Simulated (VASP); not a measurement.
# Al2GaP3 (I-4m2) in VASP: further runs

The runs below take Al2GaP3 through single point, with PBE.

All numbers are computed with VASP 6.6.1; they aren't measurements. Logs are shortened: lines on timing, memory, paths and dates and some standing lists are left out, and cuts for length are marked.

### 1 The cell of the first run

Symmetry: I-4m2, No. 119, tetragonal system. Conventional cell: a = 3.728 Å, b = 3.728 Å, c = 15.816 Å, α = 90.00°, β = 90.00°, γ = 90.00°. Within 3.0 Å of Al (site symmetry 2mm) lie 4 P at 2.28 Å. Ga (site symmetry -4m2) has 4 P at 2.28 Å within 3.0 Å. P (site symmetry 2mm) has 2 Ga at 2.28 Å and 2 Al at 2.28 Å within 3.0 Å. P (site symmetry -4m2) has 4 Al at 2.28 Å within 3.0 Å.

### 2 Single point, PBE

Input file INCAR:

```
ALGO     = Normal         # electronic algorithm
EDIFF    = 1E-6           # SCF threshold, eV
ENCUT    = 520            # plane-wave cutoff, eV
GGA      = PE             # functional
ISIF     = 2              # what is computed and relaxed
ISMEAR   = 0              # smearing method
LASPH    = T              # aspherical terms in the spheres
LCHARG   = F              # write CHGCAR
LREAL    = F              # projectors in reciprocal space
LWAVE    = F              # write WAVECAR
NBANDS   = 26             # bands
NELM     = 100            # most SCF steps
PREC     = Accurate       # precision mode
SIGMA    = 0.1            # smearing width, eV
```

Input file KPOINTS:

```
k-points
0
Gamma
  6 6 6
```

Input file POSCAR:

```
Al2GaP3
1.0
   -1.8638823000      1.8638823000      7.9077828900
    1.8638823000     -1.8638823000      7.9077828900
    1.8638823000      1.8638823000     -7.9077828900
Al Ga P
2 1 3
Direct
    0.6666666700      0.6666666700      0.0000000000
    0.3333333300      0.3333333300      0.0000000000
    0.0000000000      0.0000000000      0.0000000000
    0.4166666700      0.9166666700      0.5000000000
    0.0833333300      0.5833333300      0.5000000000
    0.7500000000      0.2500000000      0.5000000000
```

Potentials or basis: VASP PAW PBE potentials, release 64 (Al, Ga_d, P).

The run is started by

```bash
cat potpaw_PBE.64/Al/POTCAR potpaw_PBE.64/Ga_d/POTCAR potpaw_PBE.64/P/POTCAR > POTCAR
mpirun -np 1 vasp_std > vasp.out
```

OUTCAR:

```text
EDIFF = 1E-6
   ENCUT = 520
   GGA = PE
   ISIF = 2
   ISMEAR = 0
   LASPH = T
   LREAL = F
   NELM = 100
   PREC = Accurate

 ion  position               nearest neighbor table
   1  0.667  0.667  0.000-   6 2.28   6 2.28   5 2.28   5 2.28
   2  0.333  0.333  0.000-   6 2.28   6 2.28   4 2.28   4 2.28
   3  0.000  0.000  0.000-   5 2.28   4 2.28   5 2.28   4 2.28
   4  0.417  0.917  0.500-   3 2.28   3 2.28   2 2.28   2 2.28
   5  0.083  0.583  0.500-   3 2.28   3 2.28   1 2.28   1 2.28
   6  0.750  0.250  0.500-   2 2.28   1 2.28   2 2.28   1 2.28

  LATTYP: Found a body centered tetragonal cell.
 ALAT       =     3.7277646000
 C/A-ratio  =     4.2426406914

  Lattice vectors:

 A1 = (  -1.8638823000,   1.8638823000,   7.9077828900)
 A2 = (   1.8638823000,  -1.8638823000,   7.9077828900)
 A3 = (   1.8638823000,   1.8638823000,  -7.9077828900)

Analysis of symmetry for initial positions (statically):
=====================================================================
 Subroutine PRICEL returns:
 Original cell was already a primitive cell.

 Routine SETGRP: Setting up the symmetry group for a
 body centered tetragonal supercell.

 Subroutine GETGRP returns: Found  8 space group operations
 (whereof  8 operations were pure point group operations)
 out of a pool of 16 trial point group operations.

The static configuration has the point symmetry D_2d.

Analysis of symmetry for dynamics (positions and initial velocities):
=====================================================================
 Subroutine PRICEL returns:
 Original cell was already a primitive cell.

 Routine SETGRP: Setting up the symmetry group for a
 body centered tetragonal supercell.

 Subroutine GETGRP returns: Found  8 space group operations
 (whereof  8 operations were pure point group operations)
 out of a pool of 16 trial point group operations.

The dynamic configuration has the point symmetry D_2d.

 Subroutine INISYM returns: Found  8 space group operations
 (whereof  8 operations are pure point group operations),
 and found     1 'primitive' translations

----------------------------------------------------------------------------------------

                                     Primitive cell

  volume of cell :     109.8884

  direct lattice vectors                    reciprocal lattice vectors
    -1.863882300  1.863882300  7.907782890     0.000000000  0.268257282  0.063228848
     1.863882300 -1.863882300  7.907782890     0.268257282  0.000000000  0.063228848
     1.863882300  1.863882300 -7.907782890     0.268257282  0.268257282  0.000000000

  length of vectors
     8.335535057  8.335535057  8.335535057     0.275608158  0.275608158  0.379373087

  position of ions in fractional coordinates (direct lattice)
     0.666666670  0.666666670  0.000000000
     0.333333330  0.333333330  0.000000000
     0.000000000  0.000000000  0.000000000
     0.416666670  0.916666670  0.500000000
     0.083333330  0.583333330  0.500000000
     0.750000000  0.250000000  0.500000000

  ion indices of the primitive-cell ions
   primitive index   ion index
                 1           1
                 2           2
                 3           3
                 4           4
                 5           5
                 6           6

----------------------------------------------------------------------------------------

 KPOINTS: k-points

Automatic generation of k-mesh.
 Grid dimensions read from file:
 generate k-points for:    6    6    6

 Generating k-lattice:

  Cartesian coordinates                     Fractional coordinates (reciprocal lattice)
     0.000000000  0.044709547  0.010538141     0.166666667  0.000000000  0.000000000
     0.044709547  0.000000000  0.010538141     0.000000000  0.166666667  0.000000000
     0.044709547  0.044709547  0.000000000     0.000000000  0.000000000  0.166666667

  Length of vectors
     0.045934693  0.045934693  0.063228848

  Shift w.r.t. Gamma in fractional coordinates (k-lattice)
     0.000000000  0.000000000  0.000000000

 Subroutine IBZKPT returns following result:
 ===========================================

 Found     30 irreducible k-points:

 Following reciprocal coordinates:
            Coordinates               Weight
  0.000000  0.000000  0.000000      1.000000
  0.166667  0.000000 -0.000000      8.000000
  0.333333  0.000000  0.000000      8.000000
  0.500000  0.000000 -0.000000      4.000000
  0.166667  0.166667 -0.000000      8.000000
  0.333333  0.166667 -0.000000     16.000000
[... 16 lines left out ...]
 -0.333333 -0.333333  0.166667      8.000000
 -0.166667 -0.333333  0.166667      8.000000
 [... further k-points ...]
   k-points           NKPTS =     30   k-points in BZ     NKDIM =     30   number of bands    NBANDS=     26
   number of dos      NEDOS =    301   number of ions     NIONS =      6
   total plane-waves  NPLWV = 262144
   dimension x,y,z NGX =    64 NGY =   64 NGZ =   64
   dimension x,y,z NGXF=   128 NGYF=  128 NGZF=  128
   ions per type =               2   1   3
   NGX,Y,Z   is equivalent  to a cutoff of  12.76, 12.76, 12.76 a.u.
   NGXF,Y,Z  is equivalent  to a cutoff of  25.53, 25.53, 25.53 a.u.
 SYSTEM =  unknown system
   PREC   = accura    normal or accurate (medium, high low for compatibility)
   ISTART =      0    job   : 0-new  1-cont  2-samecut
   ICHARG =      2    charge: 1-file 2-atom 10-const
   ISPIN  =      1    spin polarized calculation?
   LNONCOLLINEAR =      F non collinear calculations
   LSORBIT =      F    spin-orbit coupling
   LASPH  =      T    aspherical Exc in radial PAW
   ENCUT  =  520.0 eV  38.22 Ry    6.18 a.u.  15.50 15.50 15.50*2*pi/ulx,y,z
   NELM   =    100;   NELMIN=  2; NELMDL= -5     # of ELM steps
   EDIFF  = 0.1E-05   stopping-criterion for ELM
   LREAL  =      F    real-space projection
   EDIFFG = 0.1E-04   stopping-criterion for IOM
   NSW    =      0    number of steps for IOM
   IBRION =     -1    ionic relax: 0-MD 1-quasi-New 2-CG
   NFREE  =      0    steps in history (QN), initial steepest desc. (CG)
   ISIF   =      2    stress and relaxation
   ISYM   =      2    0-nonsym 1-usesym 2-fastsym
   POTIM  = 0.5000    time-step for ionic-motion
   TEBEG  =    0.0;   TEEND  =   0.0 temperature during run
   PSTRESS=    0.0 pullay stress
   NELECT =      34.0000    total number of electrons
   NUPDOWN=      -1.0000    fix difference up-down
   EMIN   =  10.00;   EMAX   =-10.00  energy-range for DOS
   EFERMI =   0.00;   METHOD = LEGACY
   ISMEAR =     0;   SIGMA  =   0.10  broadening in eV -4-tet -1-fermi 0-gaus
   EFERMI_NEDOS =   21; number of points for ismear=-14 and -15
   IALGO  =     38    algorithm
   IMIX   =      4    mixing-type and parameters
     AMIX     =   0.40;   BMIX     =  1.00
     AMIX_MAG =   1.60;   BMIX_MAG =  1.00
  volume/ion in A,a.u.               =      18.31       123.59
  Fermi-wavevector in a.u.,A,eV,Ry     =   1.107262  2.092423 16.681153  1.226030
  Thomas-Fermi vector in A             =   2.243774
   LORBIT       =      0    0 simple, 1 ext, 2 COOP (PROOUT), +10 PAW based schemes
   GGA     = PE    functional components
   LHFCALC =     F    Hartree Fock is set to
   AEXX    =    0.0000 exact exchange contribution
   IVDW    =     0    specifies the selected vdW correction
   LEPSILON=     F    determine dielectric tensor
   LRPA    =     F    only Hartree local field effects (RPA)
 non-spin polarized calculation
 Gauss-broadening in eV      SIGMA  =   0.10
  energy-cutoff  :      520.00
  volume of cell :      109.89
 maximum number of plane-waves:      2983
 NGX is ok and might be reduce to    64
   NGX = 31   NGY = 31   NGZ = 31

 number of electron      33.9999996 magnetization

 Free energy of the ion-electron system (eV)
  ---------------------------------------------------
  ext. energy  EPLUGINS =         0.00000000
  ---------------------------------------------------
  free energy    TOTEN  =       -29.26484761 eV

  energy without entropy =      -29.26484761  energy(sigma->0) =      -29.26484761

 E-fermi :   6.0600     XC(G=0):  -9.8480

 val. band max:        5.6453204194   @ k =   0.0000   0.0000   0.0000
 cond. band min:       6.9874678077   @ k =   0.5000   0.5000  -0.0000
 fundamental gap:      1.3421473883
 Fermi energy:         6.0599596739

 k-point     1 :       0.0000    0.0000    0.0000
  band No.  band energies     occupation
      1      -8.8584      2.00000
      2      -8.7308      2.00000
      3      -8.7308      2.00000
      4      -8.6675      2.00000
      5      -8.6231      2.00000
      6      -6.9152      2.00000
[... 18 lines left out ...]
     25      10.0533      0.00000
     26      14.2660      0.00000

 k-point     2 :       0.1667    0.0000   -0.0000
  band No.  band energies     occupation
      1      -8.8485      2.00000
      2      -8.7491      2.00000
      3      -8.7299      2.00000
      4      -8.6613      2.00000
      5      -8.6279      2.00000
      6      -6.6569      2.00000
[... 18 lines left out ...]
     25      11.2698      0.00000
     26      12.4498      0.00000

 k-point     3 :       0.3333    0.0000    0.0000
  band No.  band energies     occupation
      1      -8.8333      2.00000
      2      -8.7793      2.00000
      3      -8.7282      2.00000
      4      -8.6485      2.00000
      5      -8.6373      2.00000
      6      -5.9330      2.00000
[... 572 lines left out ...]
 k-point    23 :      -0.3333   -0.3333    0.1667
  band No.  band energies     occupation
      1      -8.8398      2.00000
      2      -8.7573      2.00000
      3      -8.7334      2.00000
      4      -8.6566      2.00000
      5      -8.6332      2.00000
      6      -6.2461      2.00000
[... 18 lines left out ...]
     25      11.5541      0.00000
     26      11.7687      0.00000

 k-point    24 :      -0.1667   -0.3333    0.1667
  band No.  band energies     occupation
      1      -8.8489      2.00000
      2      -8.7491      2.00000
      3      -8.7299      2.00000
      4      -8.6612      2.00000
      5      -8.6279      2.00000
      6      -6.5613      2.00000
[... 18 lines left out ...]
     25      11.4939      0.00000
     26      11.7774      0.00000

 [... further k-points ...]

------------------------ aborting loop because EDIFF is reached ----------------------------------------

  FORCE on cell =-STRESS in cart. coord.  units (eV):
  Direction    XX          YY          ZZ          XY          YZ          ZX
  --------------------------------------------------------------------------------------
  -------------------------------------------------------------------------------------
  Total        9.5672910      9.5672910      9.4221944      0.0000000      0.0000000     -0.0000000
  in kB      139.4915398    139.4915398    137.3760244      0.0000000      0.0000000     -0.0000000
  external PRESSURE =     138.7863680 kB  Pullay stress =       0.0000000 kB

 VOLUME and BASIS-vectors are now :
 -----------------------------------------------------------------------------
  energy-cutoff  :      520.00
  volume of cell :      109.89
      direct lattice vectors                 reciprocal lattice vectors
    -1.863882300  1.863882300  7.907782890     0.000000000  0.268257282  0.063228848
     1.863882300 -1.863882300  7.907782890     0.268257282  0.000000000  0.063228848
     1.863882300  1.863882300 -7.907782890     0.268257282  0.268257282  0.000000000

 POSITION                                       TOTAL-FORCE (eV/Angst)
 -----------------------------------------------------------------------------------
      0.00000      0.00000     10.54371        -0.000000      0.000000     -0.029379
      0.00000      0.00000      5.27186        -0.000000      0.000000      0.029379
      0.00000      0.00000      0.00000        -0.000000      0.000000      0.000000
      1.86388      0.00000      6.58982         0.000000     -0.000000     -0.044113
      1.86388      0.00000      1.31796         0.000000     -0.000000      0.044113
      0.00000      1.86388      3.95389        -0.000000      0.000000      0.000000
 -----------------------------------------------------------------------------------
    total drift:                               -0.000001      0.000001      0.000000

  FREE ENERGIE OF THE ION-ELECTRON SYSTEM (eV)
  ---------------------------------------------------
  free  energy   TOTEN  =       -29.2648476108 eV

  energy  without entropy=      -29.2648476108  energy(sigma->0) =      -29.26484761
```

Wall time 2.8 min (1 thread of Intel Xeon 6975P-C (Granite Rapids), shared host); peak memory 0.6 GiB.

What came out:

```yaml
Free_energy: -29.2648 eV
Pressure: 13.9 GPa
Largest_force: 0.044 eV/Å
Band_gap_on_the_k_mesh: 1.34 eV (least direct gap 1.74 eV)
```

Forces on the atoms (eV/Å):
```
Al   0.000  0.000 -0.029
Al   0.000  0.000  0.029
Ga   0.000  0.000  0.000
P    0.000  0.000 -0.044
P    0.000  0.000  0.044
P    0.000  0.000  0.000
```

Stress tensor (GPa, compression positive):
```
13.95  0.00  0.00
 0.00 13.95  0.00
 0.00  0.00 13.74
```

Caveat: the cell stands under pressure. A k mesh can miss the band edges.

### 3 Single point, PBE

This run uses another cell than the first one, of 20.86 Å³/atom.

Input file INCAR:

```
PREC     = Accurate       # precision mode
ENCUT    = 520            # plane-wave cutoff, eV
EDIFF    = 1E-6           # SCF threshold, eV
ISMEAR   = 0              # smearing method
SIGMA    = 0.1            # smearing width, eV
LREAL    = F              # projectors in reciprocal space
LASPH    = T              # aspherical terms in the spheres
NELM     = 60             # most SCF steps
ALGO     = Normal         # electronic algorithm
ISIF     = 2              # what is computed and relaxed
LWAVE    = F              # write WAVECAR
LCHARG   = T              # write CHGCAR
GGA      = PE             # functional
LELF     = T              # ELF
LVHAR    = T            
NBANDS   = 26             # bands
```

Input file KPOINTS:

```
regular mesh
0
Gamma
  6 6 6
```

Input file POSCAR:

```
Al2GaP3
1.0
   -1.9480384571      1.9480384571      8.2442870727
    1.9480384571     -1.9480384571      8.2442870727
    1.9480384571      1.9480384571     -8.2442870727
Al Ga P
2 1 3
Direct
    0.6666732240      0.6666732240      0.0000000000
    0.3333267760      0.3333267760      0.0000000000
    0.0000000000      0.0000000000      0.0000000000
    0.4162965389      0.9162965389      0.5000000000
    0.0837034611      0.5837034611      0.5000000000
    0.7500000000      0.2500000000      0.5000000000
```

Potentials or basis: VASP PAW PBE potentials, release 64 (Al, Ga_d, P).

The run is started by

```bash
cat potpaw_PBE.64/Al/POTCAR potpaw_PBE.64/Ga_d/POTCAR potpaw_PBE.64/P/POTCAR > POTCAR
mpirun -np 1 vasp_std > vasp.out
```

Wall time 3.8 min (1 thread of Intel Xeon 6975P-C (Granite Rapids), shared host); peak memory 0.71 GiB.

It converged, with:

| Property | Result |
| --- | --- |
| Free energy | -29.8602 eV |
| Pressure | 0.0 GPa |
| Largest force | 0.008 eV/Å |
| Band gap on the k mesh | 1.64 eV (least direct gap 1.83 eV) |

Forces in eV/Å, atoms in the order of the input:
```
Al   0.000  0.000  0.001
Al   0.000  0.000 -0.001
Ga   0.000  0.000  0.000
P    0.000  0.000 -0.008
P    0.000  0.000  0.008
P    0.000  0.000  0.000
```

Levels at points of the mesh, in eV from the valence-band top:
```csv
k point,band 15,band 16,band 17,band 18,band 19,band 20
"(0.00, 0.00, 0.00)",-0.01,0.00,0.00,1.83,2.27,2.57
"(0.50, 0.00, 0.00)",-0.93,-0.85,-0.82,2.24,3.41,3.53
"(0.50, 0.50, 0.00)",-2.75,-2.22,-2.22,1.64,2.19,3.25
"(0.50, 0.50, 0.50)",-0.91,-0.70,-0.70,1.66,2.18,3.21
```

[end of part 1 of 2]
